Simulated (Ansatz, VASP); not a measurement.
**One calculation of TiC, two programs**

The input POSCAR:

```
TiC
1.0
    2.1639143223      2.1639143223      0.0000000000
   -2.1639143223      2.1639143223      0.0000000000
    0.0000000000      0.0000000000      4.2412720716
Ti C
2 2
Direct
    0.0000000000      0.0000000000      0.0000000000
    0.5000000000      0.5000000000      0.5000000000
    0.5000000000      0.5000000000      0.0000000000
    0.0000000000      0.0000000000      0.5000000000
```

File INCAR.step1:

```
  PREC = Accurate
  ENCUT = 520
  ISMEAR = 0
  SIGMA = 0.1
  LREAL = F
  LASPH = T
  NELM = 80
  NBANDS = 24
  GGA = PE
  ALGO = Normal
  EDIFF = 1E-4
  LWAVE = T
  LCHARG = F
```

Contents of INCAR.step2:

```
  PREC = Accurate
  ENCUT = 520
  EDIFF = 1E-7
  ISMEAR = 0
  SIGMA = 0.1
  LREAL = F
  LASPH = T
  NELM = 80
  ALGO = Normal
  ISIF = 2
  LWAVE = F
  LCHARG = F
  METAGGA = R2SCAN
  LMIXTAU = T
  NBANDS = 24
  ISTART = 1
```

File KPOINTS:

```
Automatic mesh
0
Gamma
  18 18 12
```

Input for Ansatz:

```yaml
crystal:
  lattice:
    - [2.1639143223, 2.1639143223, 0.0]
    - [-2.1639143223, 2.1639143223, 0.0]
    - [0.0, 0.0, 4.2412720716]
  atoms:
    - { symbol: Ti, position: [0.0, 0.0, 0.0] }
    - { symbol: Ti, position: [0.5, 0.5, 0.5] }
    - { symbol: C, position: [0.5, 0.5, 0.0] }
    - { symbol: C, position: [0.0, 0.0, 0.5] }
basis:
  ecutwfc: 500
kpoints:
  mp_grid: { grid: [18, 18, 12] }
hamiltonian:
  xc: r2scan
scf:
  occupations: { method: gaussian, width: 0.1 }
output:
  forces: true
  stress: true
  eigenvalues: true
```

Change from the starting cell: strain along c alone, the other axes held, atoms relaxed: -2.0 %.

Alike in both runs: task single point; functional r2SCAN; k mesh 18 × 18 × 12; occupations gaussian, width 0.1 eV; no spin polarisation.

|  | VASP | Ansatz |
| --- | --- | --- |
| version | VASP 6.6.1 | Ansatz 0.2.0 |
| potentials or method | VASP PAW PBE potentials, release 64 (Ti_sv, C), cutoff 520 eV | scalar-relativistic, plane waves, PAW |
| valence electrons in the cell | 32 | 32 |

Ansatz gave:

```
gap on the k mesh at the Fermi level (eV)                     : none
pressure (GPa)                                                : 5.7
traceless stress, the component that is largest in VASP (GPa) : 6.03
```

Problem. What did VASP give for the same quantities?

Solution. gap on the k mesh at the Fermi level (eV): none; pressure (GPa): 6.7; traceless stress, the component that is largest in VASP (GPa): 6.12.

VASP's potentials were made for PBE, not for r2SCAN. A gap of «none» marks a metal or a gap that the smearing closes.
